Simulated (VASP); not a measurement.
# InAs2 (R-3m) in VASP: further runs, part 2 of 2

VASP 6.6.1. The steps go on from the part before.

## 4. Relaxation of cell and atoms, PBE

Input file INCAR:

```
PREC     = Accurate       # precision mode
ENCUT    = 600            # plane-wave cutoff, eV
EDIFF    = 1E-7           # SCF threshold, eV
ISMEAR   = 0              # smearing method
SIGMA    = 0.1            # smearing width, eV
LREAL    = F              # projectors in reciprocal space
LASPH    = T              # aspherical terms in the spheres
NELM     = 100            # most SCF steps
ALGO     = Normal         # electronic algorithm
ISIF     = 3              # what is computed and relaxed
LWAVE    = F              # write WAVECAR
LCHARG   = F              # write CHGCAR
GGA      = PE             # functional
IBRION   = 2              # ionic algorithm
NSW      = 90             # ionic steps
EDIFFG   = -0.04          # ionic threshold
```

Input file KPOINTS:

```
regular mesh
0
Gamma
  6 6 6
```

Input file POSCAR:

```
InAs2
1.0
    1.8670159364      1.0779221535      5.6388657347
   -1.8670159364      1.0779221535      5.6388657347
    0.0000000000     -2.1558443069      5.6388657347
In As
1 2
Direct
    0.0000000000      0.0000000000      0.0000000000
    0.7500000000      0.7500000000      0.7500000000
    0.2500000000      0.2500000000      0.2500000000
```

Potentials or basis: VASP PAW PBE potentials, release 64 (In_d, As).

Launch:

```bash
> cat potpaw_PBE.64/In_d/POTCAR potpaw_PBE.64/As/POTCAR > POTCAR
> mpirun -np 1 vasp_std > vasp.out
```

OUTCAR:

```text
PREC = Accurate
   ENCUT = 600
   EDIFF = 1E-7
   ISMEAR = 0
   LREAL = F
   LASPH = T
   NELM = 100
   ISIF = 3
   GGA = PE
   IBRION = 2
   NSW = 90
   EDIFFG = -0.04

 ion  position               nearest neighbor table
   1  0.000  0.000  0.000-   2 2.58   3 2.58   2 2.58   2 2.58   3 2.58   3 2.58
   2  0.750  0.750  0.750-   1 2.58   1 2.58   1 2.58
   3  0.250  0.250  0.250-   1 2.58   1 2.58   1 2.58

  LATTYP: Found a trigonal (rhomboedric) cell.
 ALAT       =     6.0369256621
 COS(alpha) =     0.8087090652

  Lattice vectors:

 A1 = (   1.8670159364,   1.0779221535,   5.6388657347)
 A2 = (  -1.8670159364,   1.0779221535,   5.6388657347)
 A3 = (   0.0000000000,  -2.1558443069,   5.6388657347)

Analysis of symmetry for initial positions (statically):
=====================================================================
 Subroutine PRICEL returns:
 Original cell was already a primitive cell.

 Routine SETGRP: Setting up the symmetry group for a
 trigonal (rhombohedral) supercell.

 Subroutine GETGRP returns: Found 12 space group operations
 (whereof 12 operations were pure point group operations)
 out of a pool of 12 trial point group operations.

The static configuration has the point symmetry D_3d.

Analysis of symmetry for dynamics (positions and initial velocities):
=====================================================================
 Subroutine PRICEL returns:
 Original cell was already a primitive cell.

 Routine SETGRP: Setting up the symmetry group for a
 trigonal (rhombohedral) supercell.

 Subroutine GETGRP returns: Found 12 space group operations
 (whereof 12 operations were pure point group operations)
 out of a pool of 12 trial point group operations.

The dynamic configuration has the point symmetry D_3d.

 Subroutine INISYM returns: Found 12 space group operations
 (whereof 12 operations are pure point group operations),
 and found     1 'primitive' translations

----------------------------------------------------------------------------------------

                                     Primitive cell

  volume of cell :      68.0892

  direct lattice vectors                    reciprocal lattice vectors
     1.867015936  1.077922154  5.638865735     0.267807034  0.154618463  0.059113543
    -1.867015936  1.077922154  5.638865735    -0.267807034  0.154618463  0.059113543
     0.000000000 -2.155844307  5.638865735     0.000000000 -0.309236926  0.059113543

  length of vectors
     6.036925662  6.036925662  6.036925662     0.314836287  0.314836287  0.314836287

  position of ions in fractional coordinates (direct lattice)
     0.000000000  0.000000000  0.000000000
     0.750000000  0.750000000  0.750000000
     0.250000000  0.250000000  0.250000000

  ion indices of the primitive-cell ions
   primitive index   ion index
                 1           1
                 2           2
                 3           3

----------------------------------------------------------------------------------------

 KPOINTS: regular mesh

Automatic generation of k-mesh.
 Grid dimensions read from file:
 generate k-points for:    6    6    6

 Generating k-lattice:

  Cartesian coordinates                     Fractional coordinates (reciprocal lattice)
     0.044634506  0.025769744  0.009852257     0.166666667 -0.000000000  0.000000000
    -0.044634506  0.025769744  0.009852257    -0.000000000  0.166666667  0.000000000
     0.000000000 -0.051539488  0.009852257     0.000000000  0.000000000  0.166666667

  Length of vectors
     0.052472714  0.052472714  0.052472714

  Shift w.r.t. Gamma in fractional coordinates (k-lattice)
     0.000000000  0.000000000  0.000000000

 Subroutine IBZKPT returns following result:
 ===========================================

 Found     32 irreducible k-points:

 Following reciprocal coordinates:
            Coordinates               Weight
  0.000000  0.000000  0.000000      1.000000
  0.166667  0.000000  0.000000      6.000000
  0.333333 -0.000000  0.000000      6.000000
  0.500000  0.000000  0.000000      3.000000
  0.166667  0.166667  0.000000      6.000000
  0.333333  0.166667  0.000000     12.000000
[... 16 lines left out ...]
  0.500000  0.500000  0.166667      6.000000
 -0.333333  0.500000  0.166667     12.000000
 [... further k-points ...]
   k-points           NKPTS =     32   k-points in BZ     NKDIM =     32   number of bands    NBANDS=     15
   number of dos      NEDOS =    301   number of ions     NIONS =      3
   total plane-waves  NPLWV = 110592
   dimension x,y,z NGX =    48 NGY =   48 NGZ =   48
   dimension x,y,z NGXF=    96 NGYF=   96 NGZF=   96
   ions per type =               1   2
   NGX,Y,Z   is equivalent  to a cutoff of  13.22, 13.22, 13.22 a.u.
   NGXF,Y,Z  is equivalent  to a cutoff of  26.44, 26.44, 26.44 a.u.
 SYSTEM =  unknown system
   PREC   = accura    normal or accurate (medium, high low for compatibility)
   ISTART =      0    job   : 0-new  1-cont  2-samecut
   ICHARG =      2    charge: 1-file 2-atom 10-const
   ISPIN  =      1    spin polarized calculation?
   LNONCOLLINEAR =      F non collinear calculations
   LSORBIT =      F    spin-orbit coupling
   LASPH  =      T    aspherical Exc in radial PAW
   ENCUT  =  600.0 eV  44.10 Ry    6.64 a.u.  12.06 12.06 12.06*2*pi/ulx,y,z
   NELM   =    100;   NELMIN=  2; NELMDL= -5     # of ELM steps
   EDIFF  = 0.1E-06   stopping-criterion for ELM
   LREAL  =      F    real-space projection
   EDIFFG = -.4E-01   stopping-criterion for IOM
   NSW    =     90    number of steps for IOM
   IBRION =      2    ionic relax: 0-MD 1-quasi-New 2-CG
   NFREE  =      1    steps in history (QN), initial steepest desc. (CG)
   ISIF   =      3    stress and relaxation
   ISYM   =      2    0-nonsym 1-usesym 2-fastsym
   POTIM  = 0.5000    time-step for ionic-motion
   TEBEG  =    0.0;   TEEND  =   0.0 temperature during run
   PSTRESS=    0.0 pullay stress
   NELECT =      23.0000    total number of electrons
   NUPDOWN=      -1.0000    fix difference up-down
   EMIN   =  10.00;   EMAX   =-10.00  energy-range for DOS
   EFERMI =   0.00;   METHOD = LEGACY
   ISMEAR =     0;   SIGMA  =   0.10  broadening in eV -4-tet -1-fermi 0-gaus
   EFERMI_NEDOS =   21; number of points for ismear=-14 and -15
   IALGO  =     38    algorithm
   IMIX   =      4    mixing-type and parameters
     AMIX     =   0.40;   BMIX     =  1.00
     AMIX_MAG =   1.60;   BMIX_MAG =  1.00
  volume/ion in A,a.u.               =      22.70       153.16
  Fermi-wavevector in a.u.,A,eV,Ry     =   1.140139  2.154551 17.686457  1.299918
  Thomas-Fermi vector in A             =   2.276842
   LORBIT       =      0    0 simple, 1 ext, 2 COOP (PROOUT), +10 PAW based schemes
   GGA     = PE    functional components
   LHFCALC =     F    Hartree Fock is set to
   AEXX    =    0.0000 exact exchange contribution
   IVDW    =     0    specifies the selected vdW correction
   LEPSILON=     F    determine dielectric tensor
   LRPA    =     F    only Hartree local field effects (RPA)
 conjugate gradient relaxation of ions
 non-spin polarized calculation
 Gauss-broadening in eV      SIGMA  =   0.10
  energy-cutoff  :      600.00
  volume of cell :       68.09
 maximum number of plane-waves:      2298
   NGX = 25   NGY = 25   NGZ = 25

--------------------------------------- Ionic step        1  -------------------------------------------

 number of electron      23.0000003 magnetization

 Free energy of the ion-electron system (eV)
  ---------------------------------------------------
  ext. energy  EPLUGINS =         0.00000000
  ---------------------------------------------------
  free energy    TOTEN  =        -9.97061832 eV

  energy without entropy =       -9.95925526  energy(sigma->0) =       -9.96493679

------------------------ aborting loop because EDIFF is reached ----------------------------------------

  FORCE on cell =-STRESS in cart. coord.  units (eV):
  Direction    XX          YY          ZZ          XY          YZ          ZX
  --------------------------------------------------------------------------------------
  -------------------------------------------------------------------------------------
  Total        6.8667153      6.8667153      4.3361902      0.0000000      0.0000000     -0.0000000
  in kB      161.5776169    161.5776169    102.0329584      0.0000000      0.0000000     -0.0000000
  external PRESSURE =     141.7293974 kB  Pullay stress =       0.0000000 kB
[... 524 lines left out ...]
      4      -8.4072      2.00000
      5      -8.3575      2.00000
      6      -5.6176      2.00000
      7      -3.8770      2.00000
      8      -0.2765      2.00000
      9       1.7066      2.00000
     10       2.7396      2.00000
     11       5.2863      2.00000
     12       6.1017      0.50316
     13       6.2321      0.01194
     14       7.7630      0.00000
     15       9.1383      0.00000

 [... further k-points ...]

[... ionic steps 4 to 37 ...]

--------------------------------------- Ionic step       38  -------------------------------------------

 number of electron      23.0000004 magnetization

------------------------ aborting loop because EDIFF is reached ----------------------------------------
[... 510 lines left out ...]
--------------------------------------- Ionic step       40  -------------------------------------------

 number of electron      23.0000007 magnetization

 Free energy of the ion-electron system (eV)
  ---------------------------------------------------
  ext. energy  EPLUGINS =         0.00000000
  ---------------------------------------------------
  free energy    TOTEN  =       -11.63263229 eV

  energy without entropy =      -11.62560577  energy(sigma->0) =      -11.62911903

 E-fermi :   5.3165     XC(G=0):  -9.5343

 val. band max:        5.2810861051   @ k =  -0.1667   0.5000   0.1667
 cond. band min:       5.3318314197   @ k =  -0.3333   0.5000   0.1667
 fundamental gap:      0.0507453146
 Fermi energy:         5.3164585619
[... 462 lines left out ...]
  FREE ENERGIE OF THE ION-ELECTRON SYSTEM (eV)
  ---------------------------------------------------
  free  energy   TOTEN  =       -11.6326322941 eV

  energy  without entropy=      -11.6256057720  energy(sigma->0) =      -11.62911903

 reached required accuracy - stopping structural energy minimisation
```

Run time: 18 min. Hardware: 1 thread of Intel Xeon 6975P-C (Granite Rapids), shared host; peak memory 0.4 GiB.

Results:

```
Free energy                           : -11.6326 eV
Relaxed volume                        : 25.93 Å³/atom
Relaxed cell                          : a = 7.148 Å, b = 7.148 Å, c = 7.148 Å, α = 29.38°, β = 29.38°, γ = 29.38°
Space group after relaxing (to 0.1 Å) : R-3m (No. 166)
Energy gained by relaxing             : 554.0 meV/atom
Ionic steps                           : 40
Pressure after relaxing               : -0.1 GPa
Largest force after relaxing          : 0.030 eV/Å
Band gap on the k mesh                : zero (an odd number of electrons rules out a gap without spin polarisation)
```

Forces in eV/Å, atoms in the order of the input:
```
In   0.000  0.000  0.000
As   0.000  0.000  0.030
As   0.000  0.000 -0.030
```

Step by step:
| step | energy change (eV) | largest force (eV/Å) | pressure (GPa) | volume (Å³) |
| --- | --- | --- | --- | --- |
| 1 | 0.0000 | 2.4547 | 14.17 | 68.09 |
| 2 | -0.4048 | 0.0457 | -6.36 | 89.81 |
| 3 | -0.6219 | 0.5853 | -1.40 | 80.20 |
| 4 | -0.6220 | 0.6097 | -1.21 | 79.94 |
| 5 | -0.6914 | 0.6860 | -1.05 | 78.41 |
| 6 | -0.9176 | 1.0094 | 0.21 | 73.77 |
| 7 | -0.9472 | 0.1036 | 10.00 | 64.30 |
| 8 | -1.0644 | 1.1371 | 2.66 | 70.06 |
| 9 | -1.1031 | 0.7927 | 5.45 | 67.19 |
| 10 | -1.1217 | 0.6335 | 5.31 | 67.26 |
| 11 | -1.1349 | 0.4031 | 5.25 | 67.35 |
| 12 | -1.1686 | 0.4018 | 4.14 | 68.20 |
| 13 | -1.2351 | 0.4078 | 1.23 | 70.80 |
| 14 | -1.2338 | 0.4384 | -3.12 | 76.17 |
| 15 | -1.2549 | 0.4213 | -1.19 | 73.50 |
| 16 | -1.2674 | 0.4297 | -1.20 | 73.37 |
| 17 | -1.3028 | 0.4460 | -1.19 | 72.99 |
| 18 | -1.3676 | 0.5433 | -0.93 | 72.15 |
| 19 | -1.4877 | 0.4927 | 0.03 | 70.24 |
| 20 | -1.4553 | 0.1751 | 6.93 | 65.60 |
| 21 | -1.5384 | 0.4145 | 2.27 | 68.41 |
| 22 | -1.5697 | 0.3778 | 1.65 | 69.58 |
| 23 | -1.6303 | 0.1776 | 0.82 | 73.11 |
| 24 | -1.5496 | 1.2146 | 1.58 | 80.17 |
| 25 | -1.6440 | 0.1803 | 1.12 | 74.77 |
| 26 | -1.6444 | 0.2632 | 1.13 | 75.36 |
| 27 | -1.6524 | 0.0391 | -0.52 | 77.63 |
| 28 | -1.6529 | 0.0226 | -0.19 | 77.16 |
| 29 | -1.6541 | 0.0024 | -0.16 | 77.00 |
| 30 | -1.6560 | 0.0587 | -0.07 | 76.56 |
| 31 | -1.6561 | 0.0780 | -0.04 | 76.41 |
| 32 | -1.6566 | 0.0076 | 0.24 | 76.20 |
| 33 | -1.6566 | 0.0043 | 0.25 | 76.19 |
| 34 | -1.6571 | 0.0021 | 0.22 | 76.34 |
| 35 | -1.6581 | 0.0243 | 0.14 | 76.80 |
| 36 | -1.6585 | 0.0893 | -0.01 | 77.71 |
| 37 | -1.6591 | 0.0418 | -0.20 | 78.00 |
| 38 | -1.6592 | 0.0045 | -0.37 | 78.27 |
| 39 | -1.6601 | 0.0084 | -0.31 | 78.15 |
| 40 | -1.6620 | 0.0296 | -0.11 | 77.80 |

Final structure:
```cif
data_structure
_symmetry_space_group_name_H-M 'P 1'
_symmetry_Int_Tables_number 1
_cell_length_a 7.1482
_cell_length_b 7.1482
_cell_length_c 7.1482
_cell_angle_alpha 29.381
_cell_angle_beta 29.381
_cell_angle_gamma 29.381
_cell_volume 77.80
loop_
_atom_site_label
_atom_site_type_symbol
_atom_site_fract_x
_atom_site_fract_y
_atom_site_fract_z
_atom_site_occupancy
In1 In 0.00000 0.00000 0.00000 1
As1 As 0.79823 0.79823 0.79823 1
As2 As 0.20177 0.20177 0.20177 1
```

Levels at points of the mesh, in eV from the Fermi level:
| k point | band 9 | band 10 | band 11 | band 12 | band 13 | band 14 |
| --- | --- | --- | --- | --- | --- | --- |
| (0.00, 0.00, 0.00) | -1.18 | -1.18 | -0.34 | -0.14 | 2.07 | 2.07 |
| (0.50, 0.00, 0.00) | -4.01 | -3.16 | -3.01 | -1.87 | 1.37 | 2.12 |
| (0.50, 0.50, 0.00) | -4.05 | -3.05 | -2.49 | -0.39 | 0.46 | 0.51 |
| (0.50, 0.50, 0.50) | -3.30 | -1.20 | -1.20 | 1.29 | 2.08 | 2.08 |

Caveat: a cell axis changed by over 15 % at a fixed basis, so the end point is rough; spin-orbit coupling is left out, which moves the levels of the heavy elements; an odd number of electrons without spin polarisation forces a metal; a magnetic or distorted state may lie lower.

## 5. Single point, PBE

This run uses another cell than the first one, of 25.55 Å³/atom.

Input file INCAR:

```
SYSTEM = InAs2
PREC = Accurate ; ENCUT = 520
EDIFF = 1E-7 ; ISMEAR = 0
SIGMA = 0.1 ; LREAL = .False.
LASPH = .True. ; NELM = 100
ALGO = Normal ; ISIF = 2
LWAVE = .False. ; LCHARG = .True.
GGA = PE ; LELF = .True.
LVHAR = .True. ; NBANDS = 18
```

Input file KPOINTS:

```
regular mesh
0
Gamma
  12 12 12
  0 0 0
```

Input file POSCAR:

```
InAs2
1.0
    1.8123078533      1.0463364270      6.7380477731
   -1.8123078533      1.0463364270      6.7380477731
    0.0000000000     -2.0926728539      6.7380477731
In As
1 2
Direct
    0.0000000000      0.0000000000      0.0000000000
    0.7977177402      0.7977177402      0.7977177402
    0.2022822598      0.2022822598      0.2022822598
```

Potentials or basis: VASP PAW PBE potentials, release 64 (In_d, As).

Launch:

```bash
> cat potpaw_PBE.64/In_d/POTCAR potpaw_PBE.64/As/POTCAR > POTCAR
> mpirun -np 1 vasp_std > vasp.out
```

OUTCAR:

```text
SYSTEM = InAs2
   PREC = Accurate
   ENCUT = 520
   EDIFF = 1E-7
   ISMEAR = 0
   LREAL = .False.
   LASPH = .True.
   NELM = 100
   ISIF = 2
   GGA = PE

 ion  position               nearest neighbor table
   1  0.000  0.000  0.000-   2 3.38   3 3.38   2 3.38   2 3.38   3 3.38   3 3.38
   2  0.798  0.798  0.798-   3 2.54   3 2.54   3 2.54   1 3.38   1 3.38   1 3.38
   3  0.202  0.202  0.202-   2 2.54   2 2.54   2 2.54   1 3.38   1 3.38   1 3.38

  LATTYP: Found a trigonal (rhomboedric) cell.
 ALAT       =     7.0555345273
 COS(alpha) =     0.8680424944

[... 697 lines left out ...]

  FORCE on cell =-STRESS in cart. coord.  units (eV):
  Direction    XX          YY          ZZ          XY          YZ          ZX
  --------------------------------------------------------------------------------------
  -------------------------------------------------------------------------------------
  Total        0.0610848      0.0610848      0.0757196      0.0000000      0.0000000      0.0000000
  in kB        1.2766006      1.2766006      1.5824509      0.0000000      0.0000000      0.0000000
  external PRESSURE =       1.3785507 kB  Pullay stress =       0.0000000 kB

 VOLUME and BASIS-vectors are now :
 -----------------------------------------------------------------------------
  energy-cutoff  :      520.00
  volume of cell :       76.66
      direct lattice vectors                 reciprocal lattice vectors
     1.812307853  1.046336427  6.738047773     0.275891317  0.159285926  0.049470313
    -1.812307853  1.046336427  6.738047773    -0.275891317  0.159285926  0.049470313
     0.000000000 -2.092672854  6.738047773     0.000000000 -0.318571852  0.049470313

 POSITION                                       TOTAL-FORCE (eV/Angst)
 -----------------------------------------------------------------------------------
      0.00000      0.00000      0.00000         0.000000      0.000000      0.000000
      0.00000      0.00000     16.12518        -0.000000     -0.000000     -0.054506
      0.00000      0.00000      4.08896        -0.000000      0.000000      0.054506
 -----------------------------------------------------------------------------------
    total drift:                                0.000000      0.000000     -0.000000

  FREE ENERGIE OF THE ION-ELECTRON SYSTEM (eV)
  ---------------------------------------------------
  free  energy   TOTEN  =       -11.6687181964 eV

  energy  without entropy=      -11.6627647002  energy(sigma->0) =      -11.66574145
```

stdout:

```text
POSCAR found type information on POSCAR InAs
 POSCAR found :  2 types and       3 ions
 scaLAPACK will be used
 LDA part: xc-table for (Slater+PW92), standard interpolation
 POSCAR, INCAR and KPOINTS ok, starting setup
 FFT: planning ... GRIDC
 FFT: planning ... GRID_SOFT
 FFT: planning ... GRID
 WAVECAR not read
 entering main loop
```

It took 6.7 min on 1 thread of Intel Xeon 6975P-C (Granite Rapids), shared host; peak memory 0.56 GiB.

What came out:

```
Free energy            : -11.6687 eV
Pressure               : 0.1 GPa
Largest force          : 0.055 eV/Å
Band gap on the k mesh : zero (an odd number of electrons rules out a gap without spin polarisation)
```

Forces on the atoms (eV/Å):
```
In   0.000  0.000  0.000
As   0.000  0.000 -0.055
As   0.000  0.000  0.055
```

Caveat: spin-orbit coupling is left out, which moves the levels of the heavy elements; an odd number of electrons without spin polarisation forces a metal; a magnetic or distorted state may lie lower.

## 6. The runs side by side

```tsv
task	cell	k mesh	cutoff (eV)	gap on the mesh (eV)	pressure (GPa)	largest force (eV/Å)
single point	a = 6.037 Å, angles 36.0°, 3 atoms, atomic positions A	6 × 6 × 6	520	none	14.1	2.45
single point	a = 6.805 Å, angles 31.5°, 3 atoms, atomic positions B	6 × 6 × 6	520	none	0.3	0.04
relaxation of cell and atoms	relaxed from a = 6.037 Å, angles 36.0°, 3 atoms, atomic positions A	6 × 6 × 6	600	none	-0.1	0.03
single point	a = 7.056 Å, angles 29.8°, 3 atoms, atomic positions C	12 × 12 × 12	520	none	0.1	0.05
```

Alike in all rows: level PBE; potentials or basis VASP PAW PBE potentials, release 64 (In_d, As); no spin polarisation; smearing gaussian 0.1 eV.

Caveats: spin-orbit coupling is left out, which moves the levels of the heavy elements; an odd number of electrons without spin polarisation forces a metal; a magnetic or distorted state may lie lower; the stress differs along the axes, from 10 to 16 GPa (at least some runs); a cell axis changed by over 15 % at a fixed basis, so the end point is rough (at least some runs).

Total energies depend on the potentials used, so only differences within one code and one set of settings carry meaning.

The gap in the log of VASP goes by the Fermi energy; the results here count the filled bands.